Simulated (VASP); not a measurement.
# Ru (I4_1/amd) in VASP: single point with r2SCAN

Aim: the single point of Ru with r2SCAN.

All numbers are computed with VASP 6.6.1; they aren't measurements. Logs are shortened: lines on timing, memory, paths and dates and some standing lists are left out, and cuts for length are marked.

### Step 1. The cell of the first run

It takes space group I4_1/amd (No. 141, tetragonal). Conventional cell: a = 4.673 Å, b = 4.673 Å, c = 2.786 Å, α = 90.00°, β = 90.00°, γ = 90.00°. Ru (site symmetry -4m2) has 10 Ru at 2.44 to 3.13 Å within 3.2 Å.

### Step 2. Single point, r2SCAN

File POSCAR:

```
Ru
1.0
   -2.3366790030      2.3366790030      1.3930611265
    2.3366790030     -2.3366790030      1.3930611265
    2.3366790030      2.3366790030     -1.3930611265
Ru
2
Direct
    0.0000000000      0.0000000000      0.0000000000
    0.7500000000      0.2500000000      0.5000000000
```

File INCAR.step1:

```
PREC     = Accurate       # precision mode
ENCUT    = 550            # plane-wave cutoff, eV
ISMEAR   = 0              # smearing method
SIGMA    = 0.1            # smearing width, eV
LREAL    = F              # projectors in reciprocal space
LASPH    = T              # aspherical terms in the spheres
NELM     = 120            # most SCF steps
NBANDS   = 21             # bands
GGA      = PE             # functional
ALGO     = Normal         # electronic algorithm
EDIFF    = 1E-5           # SCF threshold, eV
LWAVE    = T              # write WAVECAR
LCHARG   = F              # write CHGCAR
GGA_COMPAT= F
```

File INCAR.step2:

```
PREC     = Accurate       # precision mode
ENCUT    = 550            # plane-wave cutoff, eV
EDIFF    = 1E-6           # SCF threshold, eV
ISMEAR   = 0              # smearing method
SIGMA    = 0.1            # smearing width, eV
LREAL    = F              # projectors in reciprocal space
LASPH    = T              # aspherical terms in the spheres
NELM     = 120            # most SCF steps
ALGO     = Normal         # electronic algorithm
ISIF     = 2              # what is computed and relaxed
LWAVE    = F              # write WAVECAR
LCHARG   = F              # write CHGCAR
METAGGA  = R2SCAN         # meta-GGA
LMIXTAU  = T            
NBANDS   = 21             # bands
ISTART   = 1            
GGA_COMPAT= F
```

File KPOINTS:

```
regular mesh
0
Gamma
  22 22 22
```

Potentials or basis: VASP PAW PBE potentials, release 64 (Ru_pv).

On the command line:

```sh
$ cat potpaw_PBE.64/Ru_pv/POTCAR > POTCAR
$ cp INCAR.step1 INCAR
$ mpirun -np 1 vasp_std > vasp.out
$ cp INCAR.step2 INCAR
$ mpirun -np 1 vasp_std > vasp.out
```

OUTCAR:

```text
PREC = Accurate
   ENCUT = 550
   EDIFF = 1E-6
   ISMEAR = 0
   LREAL = F
   LASPH = T
   NELM = 120
   ISIF = 2
   METAGGA = R2SCAN
   ISTART = 1

 ion  position               nearest neighbor table
   1  0.000  0.000  0.000-   2 2.44   2 2.44   2 2.44   2 2.44   2 3.13   2 3.13   2 3.13   2 3.13

   2  0.750  0.250  0.500-   1 2.44   1 2.44   1 2.44   1 2.44   1 3.13   1 3.13   1 3.13   1 3.13

  LATTYP: Found a body centered tetragonal cell.
 ALAT       =     4.6733580060
 C/A-ratio  =     0.5961713717

  Lattice vectors:

 A1 = (  -2.3366790030,   2.3366790030,   1.3930611265)
 A2 = (   2.3366790030,  -2.3366790030,   1.3930611265)
 A3 = (   2.3366790030,   2.3366790030,  -1.3930611265)

Analysis of symmetry for initial positions (statically):
=====================================================================
 Subroutine PRICEL returns:
 Original cell was already a primitive cell.

 Routine SETGRP: Setting up the symmetry group for a
 body centered tetragonal supercell.

 Subroutine GETGRP returns: Found 16 space group operations
 (whereof  8 operations were pure point group operations)
 out of a pool of 16 trial point group operations.

The static configuration has the point symmetry D_2d.
 The point group associated with its full space group is D_4h.

Analysis of symmetry for dynamics (positions and initial velocities):
=====================================================================
 Subroutine PRICEL returns:
 Original cell was already a primitive cell.

 Routine SETGRP: Setting up the symmetry group for a
 body centered tetragonal supercell.

 Subroutine GETGRP returns: Found 16 space group operations
 (whereof  8 operations were pure point group operations)
 out of a pool of 16 trial point group operations.

The dynamic configuration has the point symmetry D_2d.
 The point group associated with its full space group is D_4h.

 Subroutine INISYM returns: Found 16 space group operations
 (whereof  8 operations are pure point group operations),
 and found     1 'primitive' translations

----------------------------------------------------------------------------------------

                                     Primitive cell

  volume of cell :      30.4248

  direct lattice vectors                    reciprocal lattice vectors
    -2.336679003  2.336679003  1.393061126     0.000000000  0.213978899  0.358921795
[... 77 lines left out ...]
   PREC   = accura    normal or accurate (medium, high low for compatibility)
   ISTART =      1    job   : 0-new  1-cont  2-samecut
   ICHARG =      0    charge: 1-file 2-atom 10-const
   ISPIN  =      1    spin polarized calculation?
   LNONCOLLINEAR =      F non collinear calculations
   LSORBIT =      F    spin-orbit coupling
   LASPH  =      T    aspherical Exc in radial PAW
   ENCUT  =  550.0 eV  40.42 Ry    6.36 a.u.   6.86  6.86  6.86*2*pi/ulx,y,z
   NELM   =    120;   NELMIN=  2; NELMDL=  0     # of ELM steps
   EDIFF  = 0.1E-05   stopping-criterion for ELM
   LREAL  =      F    real-space projection
   EDIFFG = 0.1E-04   stopping-criterion for IOM
   NSW    =      0    number of steps for IOM
[... 5 lines left out ...]
   TEBEG  =    0.0;   TEEND  =   0.0 temperature during run
   PSTRESS=    0.0 pullay stress
   NELECT =      28.0000    total number of electrons
   NUPDOWN=      -1.0000    fix difference up-down
   EMIN   =  10.00;   EMAX   =-10.00  energy-range for DOS
   EFERMI =   0.00;   METHOD = LEGACY
   ISMEAR =     0;   SIGMA  =   0.10  broadening in eV -4-tet -1-fermi 0-gaus
   EFERMI_NEDOS =   21; number of points for ismear=-14 and -15
   IALGO  =     38    algorithm
   IMIX   =      4    mixing-type and parameters
     AMIX     =   0.40;   BMIX     =  1.00
     AMIX_MAG =   1.60;   BMIX_MAG =  1.00
  volume/ion in A,a.u.               =      15.21       102.66
  Fermi-wavevector in a.u.,A,eV,Ry     =   1.592397  3.009194 34.500687  2.535729
  Thomas-Fermi vector in A             =   2.690789
   LORBIT       =      0    0 simple, 1 ext, 2 COOP (PROOUT), +10 PAW based schemes
   METAGGA = R2SCAN    functional components
   LHFCALC =     F    Hartree Fock is set to
   AEXX    =    0.0000 exact exchange contribution
   IVDW    =     0    specifies the selected vdW correction
   LEPSILON=     F    determine dielectric tensor
   LRPA    =     F    only Hartree local field effects (RPA)
 non-spin polarized calculation
 Gauss-broadening in eV      SIGMA  =   0.10
  energy-cutoff  :      550.00
  volume of cell :       30.42
 maximum number of plane-waves:       908
   NGX = 13   NGY = 13   NGZ = 13

 number of electron      27.9999992 magnetization

 Free energy of the ion-electron system (eV)
  ---------------------------------------------------
  ext. energy  EPLUGINS =         0.00000000
  ---------------------------------------------------
  free energy    TOTEN  =       -48.99836352 eV

  energy without entropy =      -48.98716070  energy(sigma->0) =      -48.99276211

 E-fermi :  10.8564     XC(G=0): -14.3876

 val. band max:       10.8555530025   @ k =   0.3182   0.3182   0.0455
 cond. band min:      10.8579228524   @ k =  -0.1818   0.5000   0.0909
 fundamental gap:      0.0023698499
 Fermi energy:        10.8564377243

 k-point     1 :       0.0000    0.0000    0.0000
  band No.  band energies     occupation
      1     -33.8582      2.00000
      2     -33.8582      2.00000
      3     -32.9001      2.00000
      4     -32.8655      2.00000
      5     -32.6953      2.00000
      6     -32.6953      2.00000
[... 565 lines left out ...]
     20      19.8347      0.00000
     21      19.8525      0.00000

 [... further k-points ...]

------------------------ aborting loop because EDIFF is reached ----------------------------------------

  FORCE on cell =-STRESS in cart. coord.  units (eV):
  Direction    XX          YY          ZZ          XY          YZ          ZX
  --------------------------------------------------------------------------------------
  -------------------------------------------------------------------------------------
  Total        0.2503952      0.2503952      0.1428069      0.0000000     -0.0000000      0.0000000
  in kB       13.1858564     13.1858564      7.5202372      0.0000000     -0.0000000      0.0000000
  external PRESSURE =      11.2973167 kB  Pullay stress =       0.0000000 kB

 VOLUME and BASIS-vectors are now :
 -----------------------------------------------------------------------------
  energy-cutoff  :      550.00
  volume of cell :       30.42
      direct lattice vectors                 reciprocal lattice vectors
    -2.336679003  2.336679003  1.393061126     0.000000000  0.213978899  0.358921795
     2.336679003 -2.336679003  1.393061126     0.213978899  0.000000000  0.358921795
     2.336679003  2.336679003 -1.393061126     0.213978899  0.213978899  0.000000000

 POSITION                                       TOTAL-FORCE (eV/Angst)
 -----------------------------------------------------------------------------------
      0.00000      0.00000      0.00000         0.000000     -0.000000     -0.000000
      0.00000      2.33668      0.69653        -0.000000      0.000000      0.000000
 -----------------------------------------------------------------------------------
    total drift:                               -0.000000      0.000000      0.000000

  FREE ENERGIE OF THE ION-ELECTRON SYSTEM (eV)
  ---------------------------------------------------
  free  energy   TOTEN  =       -48.9983635191 eV

  energy  without entropy=      -48.9871607047  energy(sigma->0) =      -48.99276211
```

Run time: 62 min. Hardware: 1 thread of Oxide Virtual Turin-like, shared host; peak memory 0.49 GiB.

Results:

* Free energy: -48.9984 eV
* Pressure: 1.1 GPa
* Band gap on the k mesh: zero (bands 14 and 15 overlap by 1.85 eV)

Levels at points of the mesh, in eV from the Fermi level:
| k point | band 12 | band 13 | band 14 | band 15 | band 16 | band 17 |
| --- | --- | --- | --- | --- | --- | --- |
| (0.00, 0.00, 0.00) | -0.76 | -0.76 | -0.64 | -0.64 | 2.27 | 3.39 |
| (0.50, 0.00, 0.00) | -1.28 | -0.57 | 0.11 | 1.49 | 1.64 | 3.27 |
| (0.50, 0.50, 0.00) | -2.98 | -0.68 | -0.68 | 0.90 | 0.90 | 1.70 |
| (0.50, 0.50, 0.50) | -0.72 | -0.32 | -0.32 | -0.12 | -0.12 | 0.67 |

Caveat: the PAW data sets were made with another functional, which shifts forces and pressure a little.
